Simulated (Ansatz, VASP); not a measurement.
**Ru, level by level in two programs**

```
CELL_PARAMETERS angstrom
2.65056 0.00000 0.00000
-1.32528 2.29546 0.00000
0.00000 0.00000 4.19449
ATOMIC_POSITIONS crystal
Ru 0.66667 0.33333 0.75000
Ru 0.33333 0.66667 0.25000
```

Single points on this cell with VASP 6.6.1 and Ansatz 0.2.0. Each row is one pair of runs. Alike in all rows: spin: off; smearing: fermi-dirac, width 0.05 eV.

| level | k mesh | VASP's potentials, cutoff | Ansatz's potentials, cutoff | gap on the k mesh at the Fermi level (eV), VASP | gap on the k mesh at the Fermi level (eV), Ansatz | pressure (GPa), VASP | pressure (GPa), Ansatz |
| --- | --- | --- | --- | --- | --- | --- | --- |
| r2SCAN | 11 × 11 × 6 | VASP PAW PBE potentials, release 64 (Ru_pv), 520 eV | Ansatz PAW, 500 eV | none | none | 23.6 | 21.5 |
| r2SCAN+rVV10 | 11 × 11 × 6 | VASP PAW PBE potentials, release 64 (Ru_pv), 520 eV | Ansatz PAW, 500 eV | none | none | 21.3 | 18.7 |
| PBE0 | 6 × 6 × 4 | VASP PAW PBE potentials, release 64 (Ru_pv), 520 eV | Ansatz PAW, 420 eV | none | none | 15.1 | 14.4 |
| B3LYP5 | 6 × 6 × 3 | VASP PAW PBE potentials, release 64 (Ru_pv), 520 eV | Ansatz PAW, 420 eV | none | none | - | - |
| HSE06 | 6 × 6 × 3 | VASP PAW PBE potentials, release 64 (Ru_pv), 520 eV | Ansatz PAW, 420 eV | none | none | 15.2 | 14.2 |
| r2SCAN+D3(BJ) | 11 × 11 × 6 | VASP PAW PBE potentials, release 64 (Ru_sv), 660 eV | Ansatz PAW, 500 eV | none | none | 17.8 | 17.6 |

Pressure (GPa): the two programs differ by at most 2.56.

VASP's potentials hold 28 valence electrons a cell and Ansatz's 32 in some rows, so a difference there can come from the potentials and not from the codes.

A gap of «none» marks a metal or a gap that the smearing closes.

The k mesh is coarse in some rows, so the values compare programs but aren't converged.
